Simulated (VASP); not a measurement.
Wanted: the native input for a VASP 6.6.1 run.

| Property | Result |
| --- | --- |
| Task | single point |
| Functional | PBE |
| Potentials or basis | VASP PAW PBE potentials, release 64 (Cu, O) |
| Cutoff | 520 eV |
| k mesh | 10 × 10 × 10 |
| Occupations | fermi-dirac, width 0.05 eV |
| Spin | no spin polarisation |
| Dipole correction | no |
| Further INCAR settings | ALGO = Normal; EDIFF = 1e-07; NBANDS = 16 |

The structure of CuO lies in POSCAR:

```
CuO
1.0
    2.5861406542      0.0000000000      0.0000000000
    0.0000000000      2.5861406542      0.0000000000
    0.0000000000      0.0000000000      2.5861406542
Cu O
1 1
Direct
    0.0000000000      0.0000000000      0.0000000000
    0.5000000000      0.5000000000      0.5000000000
```

The input as run:

INCAR

```
PREC     = Accurate       # precision mode
ENCUT    = 520            # plane-wave cutoff, eV
EDIFF    = 1E-7           # SCF threshold, eV
ISMEAR   = -1             # smearing method
SIGMA    = 0.05           # smearing width, eV
LREAL    = F              # projectors in reciprocal space
LASPH    = T              # aspherical terms in the spheres
NELM     = 80             # most SCF steps
ALGO     = Normal         # electronic algorithm
ISIF     = 2              # what is computed and relaxed
LWAVE    = F              # write WAVECAR
LCHARG   = T              # write CHGCAR
GGA      = PE             # functional
LELF     = T              # ELF
LVHAR    = T            
NBANDS   = 16             # bands
```

KPOINTS

```
Automatic mesh
0
Gamma
  10 10 10
```

Potentials or basis: VASP PAW PBE potentials, release 64 (Cu, O).

Run with:

```sh
$ cat potpaw_PBE.64/Cu/POTCAR potpaw_PBE.64/O/POTCAR > POTCAR
$ mpirun -np 1 vasp_std > vasp.out
```

Results of the run:

- Pressure: 11.4 GPa

Caveat: an odd number of electrons without spin polarisation forces a metal; a magnetic or distorted state may lie lower.

Wall time 17 s on 1 thread of AMD EPYC 7R43 64-Core Processor (Zen 3) (shared host), peak memory 0.09 GiB.
